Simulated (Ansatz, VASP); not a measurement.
# SiC26 in VASP and in Ansatz

```
Si C
1.0
     6.16629   -2.13607    0.00000
     1.23326   -6.40820    0.00000
     2.46652   -2.84809   -8.57567
Si C
1 26
Direct
  0.37348 0.66782 0.24021
  0.20247 0.51663 0.21914
  0.06729 0.19898 0.25627
  0.90370 0.93186 0.25960
  0.78174 0.63861 0.24671
  0.63092 0.35328 0.27343
  0.49605 0.07251 0.23008
  0.66893 0.12587 0.25634
  0.55847 0.83298 0.21922
  0.25766 0.26983 0.23007
  0.09391 0.96022 0.27332
  0.96087 0.69267 0.24669
  0.83029 0.39080 0.25964
  0.17484 0.60566 0.75282
  0.03196 0.31984 0.75296
  0.88904 0.03413 0.75305
  0.74618 0.74836 0.75320
  0.60341 0.46274 0.75285
  0.46049 0.17699 0.75310
  0.31765 0.89129 0.75297
  0.50804 0.93886 0.75323
  0.36537 0.65325 0.75277
  0.22247 0.36748 0.75292
  0.07953 0.08175 0.75298
  0.93667 0.79605 0.75308
  0.79384 0.51032 0.75300
  0.65098 0.22461 0.75301
```

Change from the starting cell: Si on a C site beside a C vacancy, charge +0, atoms relaxed.

Alike in both runs: functional PBE; k mesh 4 × 4 × 4; occupations gaussian, width 0.1 eV; no spin polarisation.

Ansatz relaxed the structure, and its values are those at the end. VASP's run is a single point on that final structure, the one shown.

```csv
,VASP,Ansatz
version,VASP 6.6.1,Ansatz 0.2.0
potentials or method,"VASP PAW PBE potentials, release 64 (Si, C), cutoff 520 eV","scalar-relativistic, plane waves, PAW"
valence electrons in the cell,108,108
```

```tsv
	VASP	Ansatz	Ansatz less VASP
gap on the k mesh at the Fermi level (eV)	0.01	0.01	-0.001
least direct gap on the mesh (eV)	0.01	0.01	-0.001
rms of the force components (eV/Å)	0.011	0.002	-0.0082
```
